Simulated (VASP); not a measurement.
Runs of VASP 6.6.1 on AlGeIr3. The structure is that of space group Pm-3m (No. 221), or close to it. The cells are those of the table. The cell was built from a structure type or drawn by symmetry, and may not be a known phase.

| task | cell | k mesh | cutoff (eV) | gap on the mesh (eV) | pressure (GPa) | relaxed volume (Å³/atom) |
| --- | --- | --- | --- | --- | --- | --- |
| single point | a = 4.515 Å, 5 atoms | 4 × 4 × 4 | 520 | none | 1.1 | - |
| relaxation of cell and atoms | relaxed from a = 3.974 Å, 5 atoms | 4 × 4 × 4 | 600 | none | 0.3 | (b) |
| single point | a = 4.517 Å, 5 atoms | 8 × 8 × 8 | 520 | none | 0.7 | - |
| relaxation of cell and atoms | relaxed from a = 4.515 Å, 5 atoms | 8 × 8 × 8 | 600 | none | 0.0 | 18.52 |
| single point | a = 3.974 Å, 5 atoms | 4 × 4 × 4 | 520 | none | (a) | - |

Alike in all rows: level PBE; potentials or basis VASP PAW PBE potentials, release 64 (Al, Ge_d, Ir); no spin polarisation; smearing gaussian 0.1 eV.

Fill in the values left out.

(a) 148.7; (b) 18.48.

Caveats: some runs use coarse meshes; spin-orbit coupling is left out, which moves the levels of the heavy elements; the volume moved by over 15 % at a fixed basis, so the end points are rough (at least some runs).

A k mesh can miss the band edges, and the runs leave out spin-orbit coupling on Ge, Ir.

A gap of «none» marks levels without a gap at the run's occupations.
